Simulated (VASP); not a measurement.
GaN (scanat), 4 atoms in the cell. Symmetry: P6_3mc, No. 186, hexagonal system. The conventional cell has a = 3.183 Å, b = 3.183 Å, c = 5.186 Å, α = 90.00°, β = 90.00°, γ = 120.00°. Within 2.6 Å of Ga (site symmetry 3m) lie 4 N at 1.95 Å. Within 2.6 Å of N (site symmetry 3m) lie 4 Ga at 1.95 Å. 

| Item | Value |
| --- | --- |
| Program | VASP 6.6.1 |
| Task | single point |
| Functional | r2SCAN |
| Potentials or basis | VASP PAW PBE potentials, release 64 (Ga_d, N) |
| Cutoff | 660 eV |
| k mesh | 12 × 12 × 6 |
| Occupations | gaussian, width 0.02 eV |
| Spin | no spin polarisation |
| Dipole correction | no |
| Further INCAR settings | ALGO = Normal; EDIFF = 1e-06; NBANDS = 26 |

Potentials or basis: VASP PAW PBE potentials, release 64 (Ga_d, N).

Launch:

```sh
$ cat potpaw_PBE.64/Ga_d/POTCAR potpaw_PBE.64/N/POTCAR > POTCAR
$ cp INCAR.step1 INCAR
$ mpirun -np 1 vasp_std > vasp.out
$ cp INCAR.step2 INCAR
$ mpirun -np 1 vasp_std > vasp.out
```

Hardware: 1 thread of AMD EPYC 7R13 Processor (Zen 3), with other jobs on the host.

Problem. How long does it take, and how much memory?

Solution. Wall time 8.7 min on 1 thread of AMD EPYC 7R13 Processor (Zen 3) (shared host), peak memory 0.24 GiB. Counts: k points 76.
